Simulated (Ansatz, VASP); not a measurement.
## SnO2: VASP beside Ansatz

```
Sn O
1.0
     0.00000    2.55687    2.55687
     2.55687    0.00000    2.55687
     2.55687    2.55687    0.00000
Sn O
1 2
Direct
  0.00000 0.00000 0.00000
  0.75000 0.75000 0.75000
  0.25000 0.25000 0.25000
```

Change from the starting cell: volume scaled by 0.98.

Alike in both runs: task single point; functional PBE; k mesh 9 × 9 × 9; occupations fermi-dirac, width 0.05 eV; no spin polarisation.

|  | VASP | Ansatz |
| --- | --- | --- |
| version | VASP 6.6.1 | Ansatz 0.2.0 |
| potentials or method | VASP PAW PBE potentials, release 64 (Sn_d, O), cutoff 520 eV | all-electron LAPW, scalar-relativistic |

Ansatz gave:

- gap on the k mesh at the Fermi level (eV): none
- pressure (GPa): 3.4

**Question.** What did VASP give for the same quantities?

**Answer.** gap on the k mesh at the Fermi level (eV): none; pressure (GPa): 4.1.

A gap of «none» marks a metal or a gap that the smearing closes. Ansatz ran all-electron here, and VASP with PAW potentials.
